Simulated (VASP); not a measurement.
Input of a VASP 6.6.1 run:

POSCAR

```
ZnS
1.0
    3.7673958107      0.0000000000      0.0000000000
   -1.8836979054      3.2626604782      0.0000000000
    0.0000000000      0.0000000000      6.2831086325
Zn S
2 2
Direct
    0.3333333333      0.6666666667      0.0019476037
    0.6666666667      0.3333333333      0.5019476037
    0.3333333333      0.6666666667      0.3730523963
    0.6666666667      0.3333333333      0.8730523963
```

The input INCAR.step1:

```
SYSTEM = ZnS
  ALGO = Normal
  EDIFF = 1E-4
  ENCUT = 520
  GGA = PE
  ISMEAR = 0
  LASPH = .True.
  LCHARG = .False.
  LREAL = .False.
  LWAVE = .True.
  NBANDS = 26
  NELM = 80
  PREC = Accurate
  SIGMA = 0.01
```

INCAR.step2

```
SYSTEM = ZnS
  ALGO = Normal
  EDIFF = 1E-6
  ENCUT = 520
  ISIF = 2
  ISMEAR = 0
  ISTART = 1
  LASPH = .True.
  LCHARG = .False.
  LMIXTAU = .True.
  LREAL = .False.
  LWAVE = .False.
  METAGGA = R2SCAN
  NBANDS = 26
  NELM = 80
  PREC = Accurate
  SIGMA = 0.01
```

KPOINTS

```
k-points
0
Gamma
  12 12 4
  0 0 0
```

Potentials or basis: VASP PAW PBE potentials, release 64 (Zn, S).

Command:

```bash
$ cat potpaw_PBE.64/Zn/POTCAR potpaw_PBE.64/S/POTCAR > POTCAR
$ cp INCAR.step1 INCAR
$ mpirun -np 1 vasp_std > vasp.out
$ cp INCAR.step2 INCAR
$ mpirun -np 1 vasp_std > vasp.out
```

(1) Predict the band gap on the k mesh.

(2) What does it give for the largest force?

(3) What does it give for the pressure?

## Answers

(1) 2.80 eV.

(2) 0.009 eV/Å.

(3) 1.2 GPa.

Caveat: the cell differs from its parent crystal (epitaxial xy strain -1.0%); the PAW data sets were made with another functional, which shifts forces and pressure a little.
